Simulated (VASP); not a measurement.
# Sr4Ti4O11 (a cell with a defect) in VASP: notebook

Sr4Ti4O11 (a cell with a defect) is run at these levels: PBE; tasks: single point.

Program: VASP 6.6.1. These are calculated values, not measurements. Logs are shortened: lines on timing, memory, paths and dates and some standing lists are left out, and cuts for length are marked.

### Step 1. The cell of the first run

The cell holds a defect, 19 atoms: a = 6.818 Å, b = 6.818 Å, c = 6.818 Å, α = 109.47°, β = 109.47°, γ = 109.47°.

### Step 2. Single point, PBE (atoms taken out, then relaxed in part)

INCAR

```
  PREC = Accurate
  ENCUT = 520
  EDIFF = 1E-6
  ISMEAR = 0
  SIGMA = 0.02
  LREAL = Auto
  LASPH = True
  NELM = 100
  ALGO = Normal
  ISIF = 2
  LWAVE = False
  LCHARG = False
  GGA = PE
  NELECT = 152.0
  NBANDS = 92
```

KPOINTS

```
Automatic mesh
0
Gamma
  3 3 3
```

POSCAR

```
Sr4Ti4O11
1.0
   -3.9364226094      3.9364226094      3.9364226094
    3.9364226094     -3.9364226094      3.9364226094
    3.9364226094      3.9364226094     -3.9364226094
Sr Ti O
4 4 11
Direct
   -0.0006841079     -0.0006841079     -0.0013682158
    0.5006841079      0.5006841079      0.0013682158
    0.5006841079     -0.0006841079      0.5000000000
   -0.0006841079      0.5006841079      0.5000000000
    0.5166314783      0.5166314783      0.5000000000
   -0.0166314783     -0.0166314783      0.5000000000
    0.0000000000      0.5000000000      0.0000000000
    0.5000000000      0.0000000000      0.0000000000
    0.2380841942      0.4816847366      0.2563994577
    0.7747147211      0.0183152634      0.2563994577
    0.7252852789      0.4816847366      0.7436005423
    0.2619158058      0.0183152634      0.7436005423
    0.7500000000      0.7500000000      0.5000000000
    0.2500000000      0.7500000000      0.0000000000
    0.7500000000      0.2500000000      0.0000000000
    0.4816847366      0.7252852789      0.7436005423
    0.0183152634      0.2619158058      0.7436005423
    0.0183152634      0.7747147211      0.2563994577
    0.4816847366      0.2380841942      0.2563994577
```

Potentials or basis: VASP PAW PBE potentials, release 64 (Sr_sv, Ti_sv, O).

Run with:

```sh
$ cat potpaw_PBE.64/Sr_sv/POTCAR potpaw_PBE.64/Ti_sv/POTCAR potpaw_PBE.64/O/POTCAR > POTCAR
$ mpirun -np 1 vasp_std > vasp.out
```

OUTCAR:

```text
PREC = Accurate
   ENCUT = 520
   EDIFF = 1E-6
   ISMEAR = 0
   LREAL = Auto
   LASPH = True
   NELM = 100
   ISIF = 2
   GGA = PE
   NELECT = 152.0

 ion  position               nearest neighbor table
   1  0.999  0.999  0.999-  10 2.69  18 2.69   9 2.69  19 2.69  13 2.78  14 2.78  15 2.78  11 2.88
                            16 2.88  12 2.88  17 2.88   6 3.33   5 3.33   8 3.41   8 3.41   7 3.41
   2  0.501  0.501  0.001-  11 2.69  16 2.69  12 2.69  17 2.69  13 2.78  14 2.78  15 2.78  10 2.88
                            18 2.88   9 2.88  19 2.88   6 3.33   5 3.33   8 3.41   7 3.41   8 3.41
   3  0.501  0.999  0.500-  12 2.69  19 2.69  18 2.69  11 2.69  13 2.78  15 2.78  14 2.78  16 2.88
                            10 2.88  17 2.88   9 2.88   5 3.33   6 3.33   8 3.41   7 3.41   8 3.41
   4  0.999  0.501  0.500-   9 2.69  17 2.69  16 2.69  10 2.69  13 2.78  14 2.78  15 2.78  18 2.88
                            11 2.88  12 2.88  19 2.88   5 3.33   6 3.33   7 3.41   8 3.41   8 3.41
   5  0.517  0.517  0.500-  13 1.84  11 1.94  16 1.94   9 1.94  19 1.94   2 3.33   3 3.33   4 3.33
                             1 3.33   2 3.49   3 3.49   4 3.49   1 3.49
   6  0.983  0.983  0.500-  13 1.84  10 1.94  18 1.94  17 1.94  12 1.94   2 3.33   3 3.33   4 3.33
                             1 3.33   2 3.49   3 3.49   4 3.49   1 3.49
   7  0.000  0.500  0.000-  14 1.97  15 1.97   9 2.02  17 2.02  11 2.02  18 2.02   3 3.41   1 3.41
                             2 3.41   4 3.41   2 3.41   4 3.41   1 3.41   3 3.41
   8  0.500  0.000  0.000-  14 1.97  15 1.97  12 2.02  19 2.02  16 2.02  10 2.02   4 3.41   1 3.41
                             2 3.41   3 3.41   2 3.41   3 3.41   1 3.41   4 3.41
   9  0.238  0.482  0.256-   5 1.94   7 2.02   4 2.69   1 2.69   3 2.88   2 2.88
  10  0.775  0.018  0.256-   6 1.94   8 2.02   1 2.69   4 2.69   3 2.88   2 2.88
  11  0.725  0.482  0.744-   5 1.94   7 2.02   2 2.69   3 2.69   4 2.88   1 2.88
  12  0.262  0.018  0.744-   6 1.94   8 2.02   3 2.69   2 2.69   4 2.88   1 2.88
  13  0.750  0.750  0.500-   5 1.84   6 1.84   3 2.78   4 2.78   1 2.78   2 2.78
  14  0.250  0.750  0.000-   7 1.97   8 1.97   3 2.78   1 2.78   2 2.78   4 2.78
  15  0.750  0.250  0.000-   7 1.97   8 1.97   4 2.78   1 2.78   2 2.78   3 2.78
  16  0.482  0.725  0.744-   5 1.94   8 2.02   2 2.69   4 2.69   3 2.88   1 2.88
  17  0.018  0.262  0.744-   6 1.94   7 2.02   4 2.69   2 2.69   3 2.88   1 2.88
  18  0.018  0.775  0.256-   6 1.94   7 2.02   1 2.69   3 2.69   4 2.88   2 2.88
  19  0.482  0.238  0.256-   5 1.94   8 2.02   3 2.69   1 2.69   4 2.88   2 2.88

  LATTYP: Found a body centered cubic cell.
 ALAT       =     7.8728452188

  Lattice vectors:

 A1 = (  -3.9364226094,   3.9364226094,   3.9364226094)
 A2 = (   3.9364226094,  -3.9364226094,   3.9364226094)
 A3 = (   3.9364226094,   3.9364226094,  -3.9364226094)

Analysis of symmetry for initial positions (statically):
=====================================================================
 Subroutine PRICEL returns:
 Original cell was already a primitive cell.

 Routine SETGRP: Setting up the symmetry group for a
 body centered cubic supercell.

 Subroutine GETGRP returns: Found 16 space group operations
 (whereof  4 operations were pure point group operations)
 out of a pool of 48 trial point group operations.

The static configuration has the point symmetry C_2v.
 The point group associated with its full space group is D_4h.

Analysis of symmetry for dynamics (positions and initial velocities):
=====================================================================
 Subroutine PRICEL returns:
 Original cell was already a primitive cell.

 Routine SETGRP: Setting up the symmetry group for a
 body centered cubic supercell.

 Subroutine GETGRP returns: Found 16 space group operations
 (whereof  4 operations were pure point group operations)
 out of a pool of 48 trial point group operations.

The dynamic configuration has the point symmetry C_2v.
 The point group associated with its full space group is D_4h.

 Subroutine INISYM returns: Found 16 space group operations
 (whereof  4 operations are pure point group operations),
 and found     1 'primitive' translations

----------------------------------------------------------------------------------------

                                     Primitive cell

  volume of cell :     243.9861

  direct lattice vectors                    reciprocal lattice vectors
    -3.936422609  3.936422609  3.936422609     0.000000000  0.127018882  0.127018882
     3.936422609 -3.936422609  3.936422609     0.127018882  0.000000000  0.127018882
     3.936422609  3.936422609 -3.936422609     0.127018882  0.127018882  0.000000000

  length of vectors
[... 56 lines left out ...]
     0.000000000  0.042339627  0.042339627     0.333333333  0.000000000  0.000000000
     0.042339627  0.000000000  0.042339627     0.000000000  0.333333333  0.000000000
     0.042339627  0.042339627  0.000000000     0.000000000  0.000000000  0.333333333

  Length of vectors
     0.059877275  0.059877275  0.059877275

  Shift w.r.t. Gamma in fractional coordinates (k-lattice)
     0.000000000  0.000000000  0.000000000

 Subroutine IBZKPT returns following result:
 ===========================================

 Found      6 irreducible k-points:

 Following reciprocal coordinates:
            Coordinates               Weight
  0.000000  0.000000  0.000000      1.000000
  0.333333  0.000000  0.000000      8.000000
  0.000000  0.000000  0.333333      4.000000
  0.333333  0.333333  0.000000      8.000000
 -0.333333  0.333333  0.333333      4.000000
  0.333333  0.333333 -0.333333      2.000000
   k-points           NKPTS =      6   k-points in BZ     NKDIM =      6   number of bands    NBANDS=     92
   number of dos      NEDOS =    301   number of ions     NIONS =     19
   total plane-waves  NPLWV = 157464
   dimension x,y,z NGX =    54 NGY =   54 NGZ =   54
   dimension x,y,z NGXF=   108 NGYF=  108 NGZF=  108
   ions per type =               4   4  11
   NGX,Y,Z   is equivalent  to a cutoff of  13.17, 13.17, 13.17 a.u.
   NGXF,Y,Z  is equivalent  to a cutoff of  26.33, 26.33, 26.33 a.u.
 SYSTEM =  unknown system
   PREC   = accura    normal or accurate (medium, high low for compatibility)
   ISTART =      0    job   : 0-new  1-cont  2-samecut
   ICHARG =      2    charge: 1-file 2-atom 10-const
   ISPIN  =      1    spin polarized calculation?
   LNONCOLLINEAR =      F non collinear calculations
   LSORBIT =      F    spin-orbit coupling
   LASPH  =      T    aspherical Exc in radial PAW
   ENCUT  =  520.0 eV  38.22 Ry    6.18 a.u.  12.68 12.68 12.68*2*pi/ulx,y,z
   NELM   =    100;   NELMIN=  2; NELMDL= -5     # of ELM steps
   EDIFF  = 0.1E-05   stopping-criterion for ELM
   LREAL  =      T    real-space projection
   EDIFFG = 0.1E-04   stopping-criterion for IOM
   NSW    =      0    number of steps for IOM
   IBRION =     -1    ionic relax: 0-MD 1-quasi-New 2-CG
   NFREE  =      0    steps in history (QN), initial steepest desc. (CG)
   ISIF   =      2    stress and relaxation
   ISYM   =      2    0-nonsym 1-usesym 2-fastsym
   POTIM  = 0.5000    time-step for ionic-motion
   TEBEG  =    0.0;   TEEND  =   0.0 temperature during run
   PSTRESS=    0.0 pullay stress
   NELECT =     152.0000    total number of electrons
   NUPDOWN=      -1.0000    fix difference up-down
   EMIN   =  10.00;   EMAX   =-10.00  energy-range for DOS
   EFERMI =   0.00;   METHOD = LEGACY
   ISMEAR =     0;   SIGMA  =   0.02  broadening in eV -4-tet -1-fermi 0-gaus
   EFERMI_NEDOS =   21; number of points for ismear=-14 and -15
   IALGO  =     38    algorithm
   IMIX   =      4    mixing-type and parameters
     AMIX     =   0.40;   BMIX     =  1.00
     AMIX_MAG =   1.60;   BMIX_MAG =  1.00
  volume/ion in A,a.u.               =      12.84        86.66
  Fermi-wavevector in a.u.,A,eV,Ry     =   1.398195  2.642205 26.598687  1.954948
  Thomas-Fermi vector in A             =   2.521377
   LORBIT       =      0    0 simple, 1 ext, 2 COOP (PROOUT), +10 PAW based schemes
   GGA     = PE    functional components
   LHFCALC =     F    Hartree Fock is set to
   AEXX    =    0.0000 exact exchange contribution
   IVDW    =     0    specifies the selected vdW correction
   LEPSILON=     F    determine dielectric tensor
   LRPA    =     F    only Hartree local field effects (RPA)
 non-spin polarized calculation
 Gauss-broadening in eV      SIGMA  =   0.02
  energy-cutoff  :      520.00
  volume of cell :      243.99
 maximum number of plane-waves:      6603
 NGX is ok and might be reduce to    54
   NGX = 25   NGY = 25   NGZ = 25

 number of electron     152.0000012 magnetization

 Free energy of the ion-electron system (eV)
  ---------------------------------------------------
  ext. energy  EPLUGINS =         0.00000000
  ---------------------------------------------------
  free energy    TOTEN  =      -162.02249248 eV

  energy without entropy =     -162.02249248  energy(sigma->0) =     -162.02249248

 E-fermi :   4.0588     XC(G=0): -10.7951

 val. band max:        3.8112767515   @ k =   0.3333   0.3333  -0.3333
 cond. band min:       5.5861114919   @ k =   0.0000   0.0000   0.0000
 fundamental gap:      1.7748347404
 Fermi energy:         4.0587735771

 k-point     1 :       0.0000    0.0000    0.0000
  band No.  band energies     occupation
      1     -52.9799      2.00000
      2     -52.9787      2.00000
      3     -52.8790      2.00000
      4     -52.8769      2.00000
      5     -29.4183      2.00000
      6     -29.3328      2.00000
[... 535 lines left out ...]
     87       7.7676      0.00000
     88       7.7676      0.00000
 [bands above 88 left out]

------------------------ aborting loop because EDIFF is reached ----------------------------------------

  FORCE on cell =-STRESS in cart. coord.  units (eV):
  Direction    XX          YY          ZZ          XY          YZ          ZX
  --------------------------------------------------------------------------------------
  -------------------------------------------------------------------------------------
  Total      -17.3952569    -17.3952569    -16.2290791      0.0000000      0.0000000     -0.0000000
  in kB     -114.2289766   -114.2289766   -106.5710675      0.0000000      0.0000000     -0.0000000
  external PRESSURE =    -111.6763402 kB  Pullay stress =       0.0000000 kB

 VOLUME and BASIS-vectors are now :
 -----------------------------------------------------------------------------
  energy-cutoff  :      520.00
  volume of cell :      243.99
      direct lattice vectors                 reciprocal lattice vectors
    -3.936422609  3.936422609  3.936422609     0.000000000  0.127018882  0.127018882
     3.936422609 -3.936422609  3.936422609     0.127018882  0.000000000  0.127018882
     3.936422609  3.936422609 -3.936422609     0.127018882  0.127018882  0.000000000

 POSITION                                       TOTAL-FORCE (eV/Angst)
 -----------------------------------------------------------------------------------
      3.93104      3.93104      3.93642        -0.001607     -0.001607      0.000000
      0.00539      0.00539      3.93642         0.001607      0.001607      0.000000
      3.93104      0.00539      3.93642        -0.001607      0.001607      0.000000
      0.00539      3.93104      3.93642         0.001607     -0.001607      0.000000
      1.96821      1.96821      2.09915        -0.000000      0.000000     -0.070072
      1.96821      1.96821      5.77370        -0.000000     -0.000000      0.070072
[... 11 lines left out ...]
      3.98680     -1.96821      2.11240        -0.005938      0.000000      0.001203
      0.05038      1.96821      1.82402        -0.005938      0.000000     -0.001203
 -----------------------------------------------------------------------------------
    total drift:                                0.000000     -0.000000      0.000000

  FREE ENERGIE OF THE ION-ELECTRON SYSTEM (eV)
  ---------------------------------------------------
  free  energy   TOTEN  =      -162.0224924844 eV

  energy  without entropy=     -162.0224924844  energy(sigma->0) =     -162.02249248
```

It took 4.7 min on 1 thread of Intel Xeon Platinum 8488C (Sapphire Rapids), shared host; peak memory 0.42 GiB.

What came out:

- Free energy: -162.0225 eV
- Largest force: 0.070 eV/Å

Forces on the atoms (eV/Å):
```
Sr  -0.002 -0.002  0.000
Sr   0.002  0.002  0.000
Sr  -0.002  0.002  0.000
Sr   0.002 -0.002  0.000
Ti   0.000  0.000 -0.070
Ti   0.000  0.000  0.070
Ti   0.000  0.000  0.000
Ti   0.000  0.000  0.000
O    0.000 -0.006 -0.001
O    0.000 -0.006  0.001
O    0.000  0.006 -0.001
O    0.000  0.006  0.001
O    0.000  0.000  0.000
O    0.000  0.000  0.000
O    0.000  0.000  0.000
O    0.006  0.000 -0.001
O    0.006  0.000  0.001
O   -0.006  0.000  0.001
O   -0.006  0.000 -0.001
```

Levels at points of the mesh, in eV from the Fermi level:
| k point | band 72 | band 73 | band 74 | band 75 | band 76 | band 77 | band 78 | band 79 | band 80 | band 81 |
| --- | --- | --- | --- | --- | --- | --- | --- | --- | --- | --- |
| (0.00, 0.00, 0.00) | -1.10 | -1.10 | -0.56 | -0.56 | -0.30 | 1.53 | 1.74 | 1.74 | 2.07 | 3.08 |

Caveat: the cell carries a net charge on a neutralising background, which shifts energy and pressure; the cell differs from its parent crystal (atoms taken out, then relaxed in part); the cell is charged against a uniform background, so pressure and absolute levels hang on convention.

### Step 3. Single point, PBE (atoms taken out, then relaxed in part)

INCAR, as its differences from that of step 2:

```diff
@@ -7,3 +7,3 @@
   LASPH = True
-  NELM = 100
+  NELM = 60
   ALGO = Normal
```

KPOINTS

```
regular mesh
0
Gamma
  3 3 3
```

POSCAR

```
Sr4Ti4O11
1.0
   -3.9364226094      3.9364226094      3.9364226094
    3.9364226094     -3.9364226094      3.9364226094
    3.9364226094      3.9364226094     -3.9364226094
Sr Ti O
4 4 11
Direct
   -0.0006840846     -0.0013681692     -0.0006840846
    0.5006840846      0.5000000000     -0.0006840846
    0.5006840846      0.0013681692      0.5006840846
   -0.0006840846      0.5000000000      0.5006840846
    0.5166314697      0.5000000000      0.5166314697
    0.0000000000      0.0000000000      0.5000000000
   -0.0166314697      0.5000000000     -0.0166314697
    0.5000000000      0.0000000000      0.0000000000
    0.2380841530      0.2563994639      0.4816846891
    0.7500000000      0.0000000000      0.2500000000
    0.7500000000      0.5000000000      0.7500000000
    0.2500000000      0.0000000000      0.7500000000
    0.7252852251      0.7436005361      0.4816846891
    0.2619158470      0.7436005361      0.0183153109
    0.7747147749      0.2563994639      0.0183153109
    0.4816846891      0.7436005361      0.7252852251
    0.0183153109      0.2563994639      0.7747147749
    0.0183153109      0.7436005361      0.2619158470
    0.4816846891      0.2563994639      0.2380841530
```

Potentials or basis: VASP PAW PBE potentials, release 64 (Sr_sv, Ti_sv, O).

Run with:

```sh
$ cat potpaw_PBE.64/Sr_sv/POTCAR potpaw_PBE.64/Ti_sv/POTCAR potpaw_PBE.64/O/POTCAR > POTCAR
$ mpirun -np 1 vasp_std > vasp.out
```

Run time: 4.5 min. Hardware: 1 thread of Intel Xeon Platinum 8488C (Sapphire Rapids), shared host; peak memory 0.42 GiB.

Results (log left out):

```yaml
Free_energy: -162.0225 eV
Largest_force: 0.070 eV/Å
```

Forces in eV/Å, atoms in the order of the input:
```
Sr  -0.002  0.000 -0.002
Sr  -0.002  0.000  0.002
Sr   0.002  0.000  0.002
Sr   0.002  0.000 -0.002
Ti   0.000 -0.070  0.000
Ti   0.000  0.000  0.000
Ti   0.000  0.070  0.000
Ti   0.000  0.000  0.000
O    0.000 -0.001 -0.006
O    0.000  0.000  0.000
O    0.000  0.000  0.000
O    0.000  0.000  0.000
O    0.000 -0.001  0.006
O    0.000  0.001  0.006
O    0.000  0.001 -0.006
O    0.006 -0.001  0.000
O   -0.006  0.001  0.000
O    0.006  0.001  0.000
O   -0.006 -0.001  0.000
```

Levels at points of the mesh, in eV from the Fermi level:
```csv
k point,band 72,band 73,band 74,band 75,band 76,band 77,band 78,band 79,band 80,band 81
"(0.00, 0.00, 0.00)",-1.10,-1.10,-0.55,-0.55,-0.29,1.53,1.74,1.74,2.08,3.09
```

Caveat: the cell carries a net charge on a neutralising background, which shifts energy and pressure; the cell differs from its parent crystal (atoms taken out, then relaxed in part); the cell is charged against a uniform background, so pressure and absolute levels hang on convention.

(Continued in part 2 of 2.)
